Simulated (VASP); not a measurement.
Input of a VASP 6.6.1 run:

Contents of INCAR:

```
PREC = Accurate ; ENCUT = 500
EDIFF = 1E-6 ; ISMEAR = 0
SIGMA = 0.02 ; LREAL = F
LASPH = T ; NELM = 120
ALGO = Normal ; ISIF = 2
LWAVE = F ; LCHARG = F
GGA = PE ; NBANDS = 11
GGA_COMPAT = F
```

File KPOINTS:

```
regular mesh
0
Gamma
  8 8 8
```

Contents of POSCAR:

```
AlAs
1.0
    0.0000000000      2.8638561906      2.8638561906
    2.8638561906      0.0000000000      2.8638561906
    2.8638561906      2.8638561906      0.0000000000
Al As
1 1
Direct
    0.0000000000      0.0000000000      0.0000000000
    0.2500000000      0.2500000000      0.2500000000
```

Potentials or basis: VASP PAW PBE potentials, release 64 (Al, As).

Run with:

```bash
$ cat potpaw_PBE.64/Al/POTCAR potpaw_PBE.64/As/POTCAR > POTCAR
$ mpirun -np 1 vasp_std > vasp.out
```

Problem. Predict the band gap on the k mesh.

Solution. 1.49 eV, indirect (least direct gap 1.78 eV).

Problem. What does it give for the pressure?

Solution. 0.2 GPa.

A k mesh can miss the band edges. Expect the measured gap to be larger: semilocal functionals such as PBE lack the derivative discontinuity.
